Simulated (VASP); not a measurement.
Input of a VASP 6.6.1 run:

Contents of POSCAR:

```
Nb
1.0
    2.8259633301      0.0000000000      0.0000000000
   -1.4129816650      2.4473560340      0.0000000000
    0.0000000000      0.0000000000      5.3220309225
Nb
2
Direct
    0.3333333333      0.6666666667      0.2500000000
    0.6666666667      0.3333333333      0.7500000000
```

Contents of INCAR.step1:

```
  PREC = Accurate
  ENCUT = 520
  ISMEAR = 0
  SIGMA = 0.1
  LREAL = False
  LASPH = True
  NELM = 80
  NBANDS = 20
  GGA = PE
  ALGO = Normal
  EDIFF = 1E-4
  LWAVE = True
  LCHARG = False
```

File INCAR.step2:

```
  PREC = Accurate
  ENCUT = 520
  EDIFF = 1E-6
  ISMEAR = 0
  SIGMA = 0.1
  LREAL = False
  LASPH = True
  NELM = 80
  ALGO = Normal
  ISIF = 2
  LWAVE = False
  LCHARG = True
  METAGGA = R2SCAN
  LMIXTAU = True
  LELF = True
  LVHAR = True
  NBANDS = 20
  ISTART = 1
```

Contents of KPOINTS:

```
Automatic mesh
0
Gamma
  6 6 4
```

Potentials or basis: VASP PAW PBE potentials, release 64 (Nb_sv).

The run is started by

```sh
$ cat potpaw_PBE.64/Nb_sv/POTCAR > POTCAR
$ cp INCAR.step1 INCAR
$ mpirun -np 1 vasp_std > vasp.out
$ cp INCAR.step2 INCAR
$ mpirun -np 1 vasp_std > vasp.out
```

(1) Estimate the pressure.

(2) What does it give for the band gap on the k mesh?

## Answers

(1) -0.2 GPa.

(2) zero (bands 13 and 14 overlap by 3.11 eV).

Caveat: the k points lie up to 0.43 Å⁻¹ apart, too coarse for converged energies and pressures of a metal; the PAW data sets were made with another functional, which shifts forces and pressure a little.
